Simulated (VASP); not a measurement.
# AlN (zincblende type) (F-43m) in VASP: density of states with PBE

Aim: the density of states of AlN (zincblende type) with PBE.

Everything below comes from runs of VASP 6.6.1. Logs are shortened: lines on timing, memory, paths and dates and some standing lists are left out, and cuts for length are marked.

**1. The cell of the first run**

It takes space group F-43m (No. 216, cubic). Conventional cell: a = 3.607 Å, b = 3.607 Å, c = 3.607 Å, α = 90.00°, β = 90.00°, γ = 90.00°. Within 2.1 Å of Al (site symmetry -43m) lie 4 N at 1.56 Å. Within 2.1 Å of N (site symmetry -43m) lie 4 Al at 1.56 Å.

**2. Density of states, PBE (volume scaled by 0.55)**

POSCAR

```
AlN
1.0
    0.0000000000      1.8037451469      1.8037451469
    1.8037451469      0.0000000000      1.8037451469
    1.8037451469      1.8037451469      0.0000000000
Al N
1 1
Direct
    0.0000000000      0.0000000000      0.0000000000
    0.2500000000      0.2500000000      0.2500000000
```

INCAR.step1

```
ALGO = Normal
EDIFF = 1E-6
ENCUT = 520
GGA = PE
ISIF = 2
ISMEAR = -1
LASPH = True
LCHARG = True
LREAL = False
LWAVE = False
NBANDS = 11
NELM = 60
PREC = Accurate
SIGMA = 0.08
```

KPOINTS.step1

```
k-points
0
Gamma
  17 17 17
```

INCAR.step2

```
ALGO = Normal
EDIFF = 1E-6
ENCUT = 520
GGA = PE
ICHARG = 11
ISIF = 2
ISMEAR = -5
LASPH = True
LCHARG = False
LORBIT = 11
LREAL = False
LWAVE = False
NBANDS = 11
NEDOS = 1001
NELM = 60
PREC = Accurate
SIGMA = 0.08
```

KPOINTS.step2

```
k-points
0
Gamma
  26 26 26
```

Potentials or basis: VASP PAW PBE potentials, release 64 (Al, N).

Started as:

```console
> cat potpaw_PBE.64/Al/POTCAR potpaw_PBE.64/N/POTCAR > POTCAR
> cp INCAR.step1 INCAR
> cp KPOINTS.step1 KPOINTS
> mpirun -np 1 vasp_std > vasp.out
> cp INCAR.step2 INCAR
> cp KPOINTS.step2 KPOINTS
> mpirun -np 1 vasp_std > vasp.out
```

OUTCAR:

```text
EDIFF = 1E-6
   ENCUT = 520
   GGA = PE
   ICHARG = 11
   ISIF = 2
   ISMEAR = -5
   LASPH = True
   LORBIT = 11
   LREAL = False
   NELM = 60
   PREC = Accurate

 ion  position               nearest neighbor table
   1  0.000  0.000  0.000-   2 1.56   2 1.56   2 1.56   2 1.56
   2  0.250  0.250  0.250-   1 1.56   1 1.56   1 1.56   1 1.56

  LATTYP: Found a face centered cubic cell.
 ALAT       =     3.6074902938

  Lattice vectors:

 A1 = (   0.0000000000,   1.8037451469,   1.8037451469)
 A2 = (   1.8037451469,   0.0000000000,   1.8037451469)
 A3 = (   1.8037451469,   1.8037451469,   0.0000000000)

Analysis of symmetry for initial positions (statically):
=====================================================================
 Subroutine PRICEL returns:
 Original cell was already a primitive cell.

 Routine SETGRP: Setting up the symmetry group for a
 face centered cubic supercell.

 Subroutine GETGRP returns: Found 24 space group operations
 (whereof 24 operations were pure point group operations)
 out of a pool of 48 trial point group operations.

The static configuration has the point symmetry T_d .

Analysis of symmetry for dynamics (positions and initial velocities):
=====================================================================
 Subroutine PRICEL returns:
 Original cell was already a primitive cell.

 Routine SETGRP: Setting up the symmetry group for a
 face centered cubic supercell.

 Subroutine GETGRP returns: Found 24 space group operations
 (whereof 24 operations were pure point group operations)
 out of a pool of 48 trial point group operations.

The dynamic configuration has the point symmetry T_d .

 Subroutine INISYM returns: Found 24 space group operations
 (whereof 24 operations are pure point group operations),
 and found     1 'primitive' translations

----------------------------------------------------------------------------------------

                                     Primitive cell

  volume of cell :      11.7370

  direct lattice vectors                    reciprocal lattice vectors
     0.000000000  1.803745147  1.803745147    -0.277201023  0.277201023  0.277201023
     1.803745147  0.000000000  1.803745147     0.277201023 -0.277201023  0.277201023
     1.803745147  1.803745147  0.000000000     0.277201023  0.277201023 -0.277201023

  length of vectors
     2.550880850  2.550880850  2.550880850     0.480126256  0.480126256  0.480126256

  position of ions in fractional coordinates (direct lattice)
     0.000000000  0.000000000  0.000000000
     0.250000000  0.250000000  0.250000000

  ion indices of the primitive-cell ions
   primitive index   ion index
                 1           1
                 2           2

----------------------------------------------------------------------------------------

 KPOINTS: k-points

Automatic generation of k-mesh.
 Grid dimensions read from file:
 generate k-points for:   26   26   26

 Generating k-lattice:

  Cartesian coordinates                     Fractional coordinates (reciprocal lattice)
    -0.010661578  0.010661578  0.010661578     0.038461538  0.000000000  0.000000000
     0.010661578 -0.010661578  0.010661578     0.000000000  0.038461538  0.000000000
     0.010661578  0.010661578 -0.010661578     0.000000000  0.000000000  0.038461538

  Length of vectors
     0.018466394  0.018466394  0.018466394

  Shift w.r.t. Gamma in fractional coordinates (k-lattice)
     0.000000000  0.000000000  0.000000000

 TETIRR: Found   2360 inequivalent tetrahedra from   105456

 Subroutine IBZKPT returns following result:
 ===========================================

 Found    511 irreducible k-points:

 Following reciprocal coordinates:
            Coordinates               Weight
  0.000000  0.000000  0.000000      1.000000
  0.038462  0.000000  0.000000      8.000000
  0.076923  0.000000  0.000000      8.000000
  0.115385  0.000000  0.000000      8.000000
  0.153846  0.000000  0.000000      8.000000
  0.192308  0.000000  0.000000      8.000000
[... 16 lines left out ...]
  0.346154  0.038462  0.000000     24.000000
  0.384615  0.038462  0.000000     24.000000
 [... further k-points ...]
   k-points           NKPTS =    511   k-points in BZ     NKDIM =    511   number of bands    NBANDS=     11
   number of dos      NEDOS =   1001   number of ions     NIONS =      2
   total plane-waves  NPLWV =   8000
   dimension x,y,z NGX =    20 NGY =   20 NGZ =   20
   dimension x,y,z NGXF=    40 NGYF=   40 NGZF=   40
   ions per type =               1   1
   NGX,Y,Z   is equivalent  to a cutoff of  13.03, 13.03, 13.03 a.u.
   NGXF,Y,Z  is equivalent  to a cutoff of  26.07, 26.07, 26.07 a.u.
 SYSTEM =  unknown system
   PREC   = accura    normal or accurate (medium, high low for compatibility)
   ISTART =      0    job   : 0-new  1-cont  2-samecut
   ICHARG =     11    charge: 1-file 2-atom 10-const
   ISPIN  =      1    spin polarized calculation?
   LNONCOLLINEAR =      F non collinear calculations
   LSORBIT =      F    spin-orbit coupling
   LASPH  =      T    aspherical Exc in radial PAW
   ENCUT  =  520.0 eV  38.22 Ry    6.18 a.u.   4.74  4.74  4.74*2*pi/ulx,y,z
   NELM   =     60;   NELMIN=  2; NELMDL=  0     # of ELM steps
   EDIFF  = 0.1E-05   stopping-criterion for ELM
   LREAL  =      F    real-space projection
   EDIFFG = 0.1E-04   stopping-criterion for IOM
   NSW    =      0    number of steps for IOM
   IBRION =     -1    ionic relax: 0-MD 1-quasi-New 2-CG
   NFREE  =      0    steps in history (QN), initial steepest desc. (CG)
   ISIF   =      2    stress and relaxation
   ISYM   =      2    0-nonsym 1-usesym 2-fastsym
   POTIM  = 0.5000    time-step for ionic-motion
   TEBEG  =    0.0;   TEEND  =   0.0 temperature during run
   PSTRESS=    0.0 pullay stress
   NELECT =       8.0000    total number of electrons
   NUPDOWN=      -1.0000    fix difference up-down
   EMIN   =  10.00;   EMAX   =-10.00  energy-range for DOS
   EFERMI =   0.00;   METHOD = LEGACY
   ISMEAR =    -5;   SIGMA  =   0.08  broadening in eV -4-tet -1-fermi 0-gaus
   EFERMI_NEDOS =   21; number of points for ismear=-14 and -15
   IALGO  =     38    algorithm
   IMIX   =      4    mixing-type and parameters
     AMIX     =   0.40;   BMIX     =  1.00
     AMIX_MAG =   1.60;   BMIX_MAG =  1.00
  volume/ion in A,a.u.               =       5.87        39.60
  Fermi-wavevector in a.u.,A,eV,Ry     =   1.440742  2.722608 28.242137  2.075738
  Thomas-Fermi vector in A             =   2.559452
   LORBIT       =     11    0 simple, 1 ext, 2 COOP (PROOUT), +10 PAW based schemes
   GGA     = PE    functional components
   LHFCALC =     F    Hartree Fock is set to
   AEXX    =    0.0000 exact exchange contribution
   IVDW    =     0    specifies the selected vdW correction
   LEPSILON=     F    determine dielectric tensor
   LRPA    =     F    only Hartree local field effects (RPA)
 non-spin polarized calculation
 Fermi weights with tetrahedron method with Bloechl corrections
  energy-cutoff  :      520.00
  volume of cell :       11.74
 maximum number of plane-waves:       332

 number of electron       7.9999998 magnetization

 Free energy of the ion-electron system (eV)
  ---------------------------------------------------
  ext. energy  EPLUGINS =         0.00000000
  ---------------------------------------------------
  free energy    TOTEN  =        -8.15412704 eV

  energy without entropy =       -8.15412704  energy(sigma->0) =       -8.15412704

 E-fermi :  12.9551     XC(G=0): -13.7108

 val. band max:       12.9278914284   @ k =  -0.1154   0.1154   0.0000
 cond. band min:      16.2188141106   @ k =   0.5000   0.5000   0.0000
 fundamental gap:      3.2909226822
 Fermi energy:        12.9550746763

 k-point     1 :       0.0000    0.0000    0.0000
  band No.  band energies     occupation
      1      -6.0936      2.00000
      2      12.8598      2.00000
      3      12.8598      2.00000
      4      12.8598      2.00000
      5      23.2699      0.00000
      6      32.2652      0.00000
      7      32.2652      0.00000
      8      32.2652      0.00000
      9      35.7325      0.00000
     10      35.7325      0.00000
     11      39.0439      0.00000

 k-point     2 :       0.0385    0.0000    0.0000
  band No.  band energies     occupation
      1      -6.0541      2.00000
      2      12.7185      2.00000
      3      12.8533      2.00000
      4      12.8533      2.00000
      5      23.3578      0.00000
      6      32.1717      0.00000
      7      32.2897      0.00000
      8      32.2897      0.00000
      9      35.3731      0.00000
     10      35.3731      0.00000
     11      38.8034      0.00000

 k-point     3 :       0.0769    0.0000    0.0000
  band No.  band energies     occupation
      1      -5.9362      2.00000
      2      12.3150      2.00000
      3      12.8345      2.00000
      4      12.8345      2.00000
      5      23.5990      0.00000
      6      31.9066      0.00000
      7      32.3181      0.00000
      8      32.3181      0.00000
      9      34.7072      0.00000
     10      34.7072      0.00000
     11      38.3564      0.00000

 k-point     4 :       0.1154    0.0000    0.0000
  band No.  band energies     occupation
      1      -5.7412      2.00000
      2      11.6987      2.00000
      3      12.8046      2.00000
      4      12.8046      2.00000
      5      23.9380      0.00000
      6      31.5096      0.00000
      7      32.1800      0.00000
      8      32.1800      0.00000
      9      34.2590      0.00000
     10      34.2590      0.00000
     11      37.9848      0.00000

 k-point     5 :       0.1538    0.0000    0.0000
  band No.  band energies     occupation
      1      -5.4722      2.00000
      2      10.9274      2.00000
      3      12.7654      2.00000
      4      12.7654      2.00000
      5      24.3095      0.00000
      6      31.0276      0.00000
      7      31.7147      0.00000
      8      31.7147      0.00000
      9      34.3033      0.00000
     10      34.3033      0.00000
     11      37.7818      0.00000
[... 211 lines left out ...]
 k-point    21 :       0.2692    0.0385    0.0000
  band No.  band energies     occupation
      1      -4.3968      2.00000
      2       8.4927      2.00000
      3      12.4917      2.00000
      4      12.6752      2.00000
      5      25.0832      0.00000
      6      28.8902      0.00000
      7      30.3714      0.00000
      8      30.3735      0.00000
      9      35.3224      0.00000
     10      36.5837      0.00000
     11      38.4039      0.00000

 k-point    22 :       0.3077    0.0385    0.0000
  band No.  band energies     occupation
      1      -3.9083      2.00000
      2       7.5466      2.00000
      3      12.4471      2.00000
      4      12.6145      2.00000
      5      25.2641      0.00000
      6      28.3427      0.00000
      7      29.7932      0.00000
      8      29.9399      0.00000
      9      36.1379      0.00000
     10      37.4891      0.00000
     11      38.8942      0.00000

 k-point    23 :       0.3462    0.0385    0.0000
  band No.  band energies     occupation
      1      -3.3888      2.00000
      2       6.6298      2.00000
      3      12.4128      2.00000
      4      12.5511      2.00000
      5      25.4110      0.00000
      6      27.8536      0.00000
      7      29.2870      0.00000
      8      29.5616      0.00000
      9      37.0586      0.00000
     10      38.4909      0.00000
     11      39.5038      0.00000

 k-point    24 :       0.3846    0.0385    0.0000
  band No.  band energies     occupation
      1      -2.8645      2.00000
      2       5.7795      2.00000
      3      12.3906      2.00000
      4      12.4887      2.00000
      5      25.5475      0.00000
      6      27.4220      0.00000
      7      28.8653      0.00000
      8      29.2501      0.00000
      9      38.0608      0.00000
     10      39.5429      0.00000
     11      40.1611      0.00000

 [... further k-points ...]

------------------------ aborting loop because EDIFF is reached ----------------------------------------

  FORCE on cell =-STRESS in cart. coord.  units (eV):
  Direction    XX          YY          ZZ          XY          YZ          ZX
  --------------------------------------------------------------------------------------
  -------------------------------------------------------------------------------------
  Total       26.5020572     26.5020572     26.5020572      0.0000000      0.0000000     -0.0000000
  in kB     3617.7174643   3617.7174643   3617.7174643      0.0000000      0.0000000     -0.0000000
  external PRESSURE =    3617.7174643 kB  Pullay stress =       0.0000000 kB

 VOLUME and BASIS-vectors are now :
 -----------------------------------------------------------------------------
  energy-cutoff  :      520.00
  volume of cell :       11.74
      direct lattice vectors                 reciprocal lattice vectors
     0.000000000  1.803745147  1.803745147    -0.277201023  0.277201023  0.277201023
     1.803745147  0.000000000  1.803745147     0.277201023 -0.277201023  0.277201023
     1.803745147  1.803745147  0.000000000     0.277201023  0.277201023 -0.277201023

 POSITION                                       TOTAL-FORCE (eV/Angst)
 -----------------------------------------------------------------------------------
      0.00000      0.00000      0.00000         0.000000      0.000000      0.000000
      0.90187      0.90187      0.90187        -0.000000     -0.000000     -0.000000
 -----------------------------------------------------------------------------------
    total drift:                                0.000000      0.000000      0.000000

  FREE ENERGIE OF THE ION-ELECTRON SYSTEM (eV)
  ---------------------------------------------------
  free  energy   TOTEN  =        -8.1541270368 eV

  energy  without entropy=       -8.1541270368  energy(sigma->0) =       -8.15412704

 total charge

# of ion       s       p       d       tot
------------------------------------------
    1        0.541   0.920   0.000   1.461
    2        1.334   3.154   0.000   4.488
--------------------------------------------------
tot          1.874   4.074   0.000   5.948
```

Run time: 32 s. Hardware: 1 thread of Intel Xeon Platinum 8488C (Sapphire Rapids), shared host; peak memory 0.17 GiB.

Results:

| Item | Value |
| --- | --- |
| Valence electrons inside the program's atomic spheres | Al 1.46; N 4.49 |

Levels at points of the mesh, in eV from the valence-band top:
```tsv
k point	band 2	band 3	band 4	band 5	band 6	band 7
(0.00, 0.00, 0.00)	-0.07	-0.07	-0.07	10.34	19.34	19.34
(0.50, 0.00, 0.00)	-8.76	-0.49	-0.49	13.24	14.15	15.12
(0.50, 0.50, 0.00)	-7.23	-2.26	-2.26	3.29	12.45	23.93
```
